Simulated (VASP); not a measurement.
# Ba2C (I4/mmm) in VASP: single point with r2SCAN

Aim: the single point of Ba2C with r2SCAN.

Everything below comes from runs of VASP 6.6.1. Logs are shortened: lines on timing, memory, paths and dates and some standing lists are left out, and cuts for length are marked.

### Step 1. The cell of the first run

Symmetry: I4/mmm, No. 139, tetragonal system. Conventional cell: a = 4.959 Å, b = 4.959 Å, c = 6.676 Å, α = 90.00°, β = 90.00°, γ = 90.00°. Within 3.9 Å of C (site symmetry 4/mmm) lie 8 Ba at 2.99 Å. Within 3.9 Å of Ba (site symmetry -4m2) lie 4 C at 2.99 Å and 6 Ba at 3.34 to 3.51 Å.

### Step 2. Single point, r2SCAN (uniaxial x strain -4.8%)

POSCAR

```
Ba2C
1.0
    0.0000000000      3.5066490218      3.5066490218
    3.3379792038      0.0000000000      3.5066490218
    3.3379792038      3.5066490218      0.0000000000
C Ba
1 2
Direct
    0.0000000000      0.0000000000      0.0000000000
    0.2500000000      0.2500000000      0.2500000000
    0.7500000000      0.7500000000      0.7500000000
```

INCAR.step1

```
PREC     = Accurate       # precision mode
ENCUT    = 520            # plane-wave cutoff, eV
ISMEAR   = -1             # smearing method
SIGMA    = 0.02           # smearing width, eV
LREAL    = F              # projectors in reciprocal space
LASPH    = T              # aspherical terms in the spheres
NELM     = 100            # most SCF steps
NBANDS   = 19             # bands
GGA      = PE             # functional
ALGO     = Normal         # electronic algorithm
EDIFF    = 1E-4           # SCF threshold, eV
LWAVE    = T              # write WAVECAR
LCHARG   = F              # write CHGCAR
```

INCAR.step2

```
PREC     = Accurate       # precision mode
ENCUT    = 520            # plane-wave cutoff, eV
EDIFF    = 1E-6           # SCF threshold, eV
ISMEAR   = -1             # smearing method
SIGMA    = 0.02           # smearing width, eV
LREAL    = F              # projectors in reciprocal space
LASPH    = T              # aspherical terms in the spheres
NELM     = 100            # most SCF steps
ALGO     = Normal         # electronic algorithm
ISIF     = 2              # what is computed and relaxed
LWAVE    = F              # write WAVECAR
LCHARG   = T              # write CHGCAR
METAGGA  = R2SCAN         # meta-GGA
LMIXTAU  = T            
LELF     = T              # ELF
LVHAR    = T            
NBANDS   = 19             # bands
ISTART   = 1
```

KPOINTS

```
regular mesh
0
Gamma
  6 6 6
```

Potentials or basis: VASP PAW PBE potentials, release 64 (C, Ba_sv).

The run is started by

```
$ cat potpaw_PBE.64/C/POTCAR potpaw_PBE.64/Ba_sv/POTCAR > POTCAR
$ cp INCAR.step1 INCAR
$ mpirun -np 1 vasp_std > vasp.out
$ cp INCAR.step2 INCAR
$ mpirun -np 1 vasp_std > vasp.out
```

OUTCAR:

```text
PREC = Accurate
   ENCUT = 520
   EDIFF = 1E-6
   ISMEAR = -1
   LREAL = F
   LASPH = T
   NELM = 100
   ISIF = 2
   METAGGA = R2SCAN
   ISTART = 1

 ion  position               nearest neighbor table
   1  0.000  0.000  0.000-   3 2.99   3 2.99   3 2.99   2 2.99   3 2.99   2 2.99   2 2.99   2 2.99

   2  0.250  0.250  0.250-   1 2.99   1 2.99   1 2.99   1 2.99   3 3.34   3 3.34   3 3.51   3 3.51
                             3 3.51   3 3.51
   3  0.750  0.750  0.750-   1 2.99   1 2.99   1 2.99   1 2.99   2 3.34   2 3.34   2 3.51   2 3.51
                             2 3.51   2 3.51

  LATTYP: Found a body centered tetragonal cell.
 ALAT       =     4.9591506051
 C/A-ratio  =     1.3461898900

  Lattice vectors:

 A1 = (  -3.3379792038,   0.0000000000,  -3.5066490218)
 A2 = (  -3.3379792038,   0.0000000000,   3.5066490218)
 A3 = (   3.3379792038,   3.5066490218,   0.0000000000)

Analysis of symmetry for initial positions (statically):
=====================================================================
 Subroutine PRICEL returns:
 Original cell was already a primitive cell.

 Routine SETGRP: Setting up the symmetry group for a
 body centered tetragonal supercell.

 Subroutine GETGRP returns: Found 16 space group operations
 (whereof 16 operations were pure point group operations)
 out of a pool of 16 trial point group operations.

The static configuration has the point symmetry D_4h.

Analysis of symmetry for dynamics (positions and initial velocities):
=====================================================================
 Subroutine PRICEL returns:
 Original cell was already a primitive cell.

 Routine SETGRP: Setting up the symmetry group for a
 body centered tetragonal supercell.

 Subroutine GETGRP returns: Found 16 space group operations
 (whereof 16 operations were pure point group operations)
 out of a pool of 16 trial point group operations.

The dynamic configuration has the point symmetry D_4h.

 Subroutine INISYM returns: Found 16 space group operations
 (whereof 16 operations are pure point group operations),
 and found     1 'primitive' translations

----------------------------------------------------------------------------------------

                                     Primitive cell

  volume of cell :      82.0915

  direct lattice vectors                    reciprocal lattice vectors
     0.000000000  3.506649022  3.506649022    -0.149791227  0.142586269  0.142586269
     3.337979204  0.000000000  3.506649022     0.149791227 -0.142586269  0.142586269
     3.337979204  3.506649022  0.000000000     0.149791227  0.142586269 -0.142586269

  length of vectors
     4.959150605  4.841352345  4.841352345     0.251195342  0.251195342  0.251195342

  position of ions in fractional coordinates (direct lattice)
     0.000000000  0.000000000  0.000000000
     0.250000000  0.250000000  0.250000000
     0.750000000  0.750000000  0.750000000

  ion indices of the primitive-cell ions
   primitive index   ion index
                 1           1
                 2           2
                 3           3

----------------------------------------------------------------------------------------

 KPOINTS: regular mesh

Automatic generation of k-mesh.
 Grid dimensions read from file:
 generate k-points for:    6    6    6

 Generating k-lattice:

  Cartesian coordinates                     Fractional coordinates (reciprocal lattice)
    -0.024965204  0.023764378  0.023764378     0.166666667  0.000000000  0.000000000
     0.024965204 -0.023764378  0.023764378     0.000000000  0.166666667  0.000000000
     0.024965204  0.023764378 -0.023764378     0.000000000  0.000000000  0.166666667

  Length of vectors
     0.041865890  0.041865890  0.041865890

  Shift w.r.t. Gamma in fractional coordinates (k-lattice)
     0.000000000  0.000000000  0.000000000

 Subroutine IBZKPT returns following result:
 ===========================================

 Found     30 irreducible k-points:

 Following reciprocal coordinates:
            Coordinates               Weight
  0.000000  0.000000  0.000000      1.000000
  0.166667  0.000000  0.000000      8.000000
  0.333333  0.000000  0.000000      8.000000
  0.500000  0.000000  0.000000      4.000000
  0.166667  0.166667  0.000000      4.000000
  0.333333  0.166667  0.000000     16.000000
[... 16 lines left out ...]
 -0.333333  0.500000  0.166667      4.000000
  0.333333 -0.333333  0.166667      8.000000
 [... further k-points ...]
   k-points           NKPTS =     30   k-points in BZ     NKDIM =     30   number of bands    NBANDS=     19
   number of dos      NEDOS =    301   number of ions     NIONS =      3
   total plane-waves  NPLWV =  51840
   dimension x,y,z NGX =    40 NGY =   36 NGZ =   36
   dimension x,y,z NGXF=    80 NGYF=   72 NGZF=   72
   ions per type =               1   2
   NGX,Y,Z   is equivalent  to a cutoff of  13.41, 12.36, 12.36 a.u.
   NGXF,Y,Z  is equivalent  to a cutoff of  26.82, 24.72, 24.72 a.u.
 SYSTEM =  unknown system
   PREC   = accura    normal or accurate (medium, high low for compatibility)
   ISTART =      1    job   : 0-new  1-cont  2-samecut
   ICHARG =      0    charge: 1-file 2-atom 10-const
   ISPIN  =      1    spin polarized calculation?
   LNONCOLLINEAR =      F non collinear calculations
   LSORBIT =      F    spin-orbit coupling
   LASPH  =      T    aspherical Exc in radial PAW
   ENCUT  =  520.0 eV  38.22 Ry    6.18 a.u.   9.22  9.00  9.00*2*pi/ulx,y,z
   NELM   =    100;   NELMIN=  2; NELMDL=  0     # of ELM steps
   EDIFF  = 0.1E-05   stopping-criterion for ELM
   LREAL  =      F    real-space projection
   EDIFFG = 0.1E-04   stopping-criterion for IOM
   NSW    =      0    number of steps for IOM
   IBRION =     -1    ionic relax: 0-MD 1-quasi-New 2-CG
   NFREE  =      0    steps in history (QN), initial steepest desc. (CG)
   ISIF   =      2    stress and relaxation
   ISYM   =      2    0-nonsym 1-usesym 2-fastsym
   POTIM  = 0.5000    time-step for ionic-motion
   TEBEG  =    0.0;   TEEND  =   0.0 temperature during run
   PSTRESS=    0.0 pullay stress
   NELECT =      24.0000    total number of electrons
   NUPDOWN=      -1.0000    fix difference up-down
   EMIN   =  10.00;   EMAX   =-10.00  energy-range for DOS
   EFERMI =   0.00;   METHOD = LEGACY
   ISMEAR =    -1;   SIGMA  =   0.02  broadening in eV -4-tet -1-fermi 0-gaus
   EFERMI_NEDOS =   21; number of points for ismear=-14 and -15
   IALGO  =     38    algorithm
   IMIX   =      4    mixing-type and parameters
     AMIX     =   0.40;   BMIX     =  1.00
     AMIX_MAG =   1.60;   BMIX_MAG =  1.00
  volume/ion in A,a.u.               =      27.36       184.66
  Fermi-wavevector in a.u.,A,eV,Ry     =   1.086540  2.053263 16.062627  1.180570
  Thomas-Fermi vector in A             =   2.222679
   LORBIT       =      0    0 simple, 1 ext, 2 COOP (PROOUT), +10 PAW based schemes
   METAGGA = R2SCAN    functional components
   LHFCALC =     F    Hartree Fock is set to
   AEXX    =    0.0000 exact exchange contribution
   IVDW    =     0    specifies the selected vdW correction
   LEPSILON=     F    determine dielectric tensor
   LRPA    =     F    only Hartree local field effects (RPA)
 non-spin polarized calculation
  energy-cutoff  :      520.00
  volume of cell :       82.09
 maximum number of plane-waves:      2264
 NGX is ok and might be reduce to    40
   NGX = 19   NGY = 17   NGZ = 17

 number of electron      23.9999999 magnetization

 Free energy of the ion-electron system (eV)
  ---------------------------------------------------
  ext. energy  EPLUGINS =         0.00000000
  ---------------------------------------------------
  free energy    TOTEN  =       -60.79900708 eV

  energy without entropy =      -60.79847371  energy(sigma->0) =      -60.79874039

 E-fermi :   3.7313     XC(G=0):  -9.9447

 val. band max:        3.7103314228   @ k =   0.0000   0.5000   0.5000
 cond. band min:       3.7422472422   @ k =   0.0000   0.5000   0.5000
 fundamental gap:      0.0319158194
 Fermi energy:         3.7313059055

 k-point     1 :       0.0000    0.0000    0.0000
  band No.  band energies     occupation
      1     -25.6686      2.00000
      2     -24.8657      2.00000
      3     -11.1420      2.00000
      4     -10.6224      2.00000
      5     -10.6224      2.00000
      6      -9.5270      2.00000
[... 11 lines left out ...]
     18       9.1832      0.00000
     19      11.2297      0.00000

 k-point     2 :       0.1667    0.0000    0.0000
  band No.  band energies     occupation
      1     -25.6149      2.00000
      2     -24.9194      2.00000
      3     -11.0564      2.00000
      4     -10.5955      2.00000
      5     -10.5747      2.00000
      6      -9.7089      2.00000
[... 11 lines left out ...]
     18       8.7309      0.00000
     19      11.2099      0.00000

 k-point     3 :       0.3333    0.0000    0.0000
  band No.  band energies     occupation
      1     -25.4679      2.00000
      2     -25.0663      2.00000
      3     -10.8184      2.00000
      4     -10.5064      2.00000
      5     -10.4285      2.00000
      6     -10.0908      2.00000
[... 11 lines left out ...]
     18       8.0182      0.00000
     19       9.9611      0.00000

 k-point     4 :       0.5000    0.0000    0.0000
  band No.  band energies     occupation
      1     -25.2675      2.00000
      2     -25.2667      2.00000
      3     -10.5791      2.00000
      4     -10.3945      2.00000
      5     -10.2483      2.00000
      6     -10.2453      2.00000
[... 11 lines left out ...]
     18       8.0799      0.00000
     19       8.1991      0.00000

 k-point     5 :       0.1667    0.1667    0.0000
  band No.  band energies     occupation
      1     -25.6117      2.00000
      2     -24.9194      2.00000
      3     -11.2270      2.00000
      4     -10.7084      2.00000
      5     -10.2609      2.00000
      6     -10.1547      2.00000
[... 11 lines left out ...]
     18       8.5249      0.00000
     19      10.6743      0.00000
[... 334 lines left out ...]
      2     -25.1854      2.00000
      3     -11.2943      2.00000
      4     -11.0821      2.00000
      5     -10.5955      2.00000
      6      -9.8107      2.00000
[... 11 lines left out ...]
     18       8.7864      0.00000
     19       9.5016      0.00000

 k-point    22 :       0.3333    0.5000    0.1667
  band No.  band energies     occupation
      1     -25.4075      2.00000
      2     -25.1169      2.00000
      3     -11.1155      2.00000
      4     -10.9539      2.00000
      5     -10.8645      2.00000
      6      -9.8010      2.00000
[... 11 lines left out ...]
     18       8.8031      0.00000
     19       9.2882      0.00000

 k-point    23 :      -0.3333    0.5000    0.1667
  band No.  band energies     occupation
      1     -25.3794      2.00000
      2     -25.1307      2.00000
      3     -11.6292      2.00000
      4     -11.4397      2.00000
      5     -10.5620      2.00000
      6      -9.8122      2.00000
[... 11 lines left out ...]
     18       8.6991      0.00000
     19       9.1979      0.00000

 k-point    24 :       0.3333   -0.3333    0.1667
  band No.  band energies     occupation
      1     -25.2614      2.00000
      2     -25.2612      2.00000
      3     -11.2641      2.00000
      4     -11.0628      2.00000
      5     -10.3697      2.00000
      6     -10.3644      2.00000
[... 11 lines left out ...]
     18       8.3707      0.00000
     19       9.2073      0.00000

 [... further k-points ...]

------------------------ aborting loop because EDIFF is reached ----------------------------------------

  FORCE on cell =-STRESS in cart. coord.  units (eV):
  Direction    XX          YY          ZZ          XY          YZ          ZX
  --------------------------------------------------------------------------------------
  -------------------------------------------------------------------------------------
  Total        3.4724008      1.0763927      1.0763927      0.0000000      0.0000000      0.0000000
  in kB       67.7707365     21.0079217     21.0079217      0.0000000      0.0000000      0.0000000
  external PRESSURE =      36.5955266 kB  Pullay stress =       0.0000000 kB

 VOLUME and BASIS-vectors are now :
 -----------------------------------------------------------------------------
  energy-cutoff  :      520.00
  volume of cell :       82.09
      direct lattice vectors                 reciprocal lattice vectors
     0.000000000  3.506649022  3.506649022    -0.149791227  0.142586269  0.142586269
     3.337979204  0.000000000  3.506649022     0.149791227 -0.142586269  0.142586269
     3.337979204  3.506649022  0.000000000     0.149791227  0.142586269 -0.142586269

 POSITION                                       TOTAL-FORCE (eV/Angst)
 -----------------------------------------------------------------------------------
      0.00000      0.00000      0.00000         0.000000     -0.000000      0.000000
      1.66899      1.75332      1.75332        -0.000000     -0.000000     -0.000000
      5.00697      5.25997      5.25997         0.000000      0.000000     -0.000000
 -----------------------------------------------------------------------------------
    total drift:                               -0.000000     -0.000000      0.000000

  FREE ENERGIE OF THE ION-ELECTRON SYSTEM (eV)
  ---------------------------------------------------
  free  energy   TOTEN  =       -60.7990070777 eV

  energy  without entropy=      -60.7984737087  energy(sigma->0) =      -60.79874039
```

Wall time 2.7 min (1 thread of Intel Xeon Platinum 8259CL at 2.50GHz (Skylake/Cascade Lake), shared host); peak memory 0.25 GiB.

Results:

```yaml
Free_energy: -60.7990 eV
Pressure: 3.7 GPa
Band_gap_on_the_k_mesh: 0.03 eV
```

Stress tensor (GPa, compression positive):
```
6.78 0.00 0.00
0.00 2.10 0.00
0.00 0.00 2.10
```

Caveat: the cell differs from its parent crystal (uniaxial x strain -4.8%); the cell stands under pressure; the structure was generated, so it needn't be the stable form of Ba2C; the PAW data sets were made with another functional, which shifts forces and pressure a little; spin-orbit coupling is left out, which moves the levels of the heavy elements. A k mesh can miss the band edges.
